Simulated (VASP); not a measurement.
# GaN: single point with LDA

GaN:

```
CELL_PARAMETERS angstrom
0.00000 2.13524 2.13524
2.13524 0.00000 2.13524
2.13524 2.13524 0.00000
ATOMIC_POSITIONS crystal
Ga 0.00000 0.00000 0.00000
N 0.50000 0.50000 0.50000
```

```json
{"Program": "VASP 6.6.1", "Task": "single point", "Functional": "LDA", "Potentials or basis": "VASP PAW LDA potentials, release 64 (Ga_d, N)", "Cutoff": "520 eV", "k mesh": "11 × 11 × 11", "Occupations": "fermi-dirac, width 0.05 eV", "Spin": "no spin polarisation"}
```

```json
{"Pressure": "-12.5 GPa", "Band gap on the k mesh": "0.36 eV, indirect (least direct gap 2.45 eV)"}
```

Levels at points of the mesh, in eV from the valence-band top:
```
           k point  band 6  band 7  band 8  band 9  band 10  band 11  band 12  band 13
(0.00, 0.00, 0.00)  -14.02   -0.50   -0.50   -0.50     1.94    14.47    14.47    14.47
```

It took 26 s on 1 thread of AMD EPYC 7R43 64-Core Processor (Zen 3), on a shared host, peak memory 0.1 GiB.

A k mesh can miss the band edges.
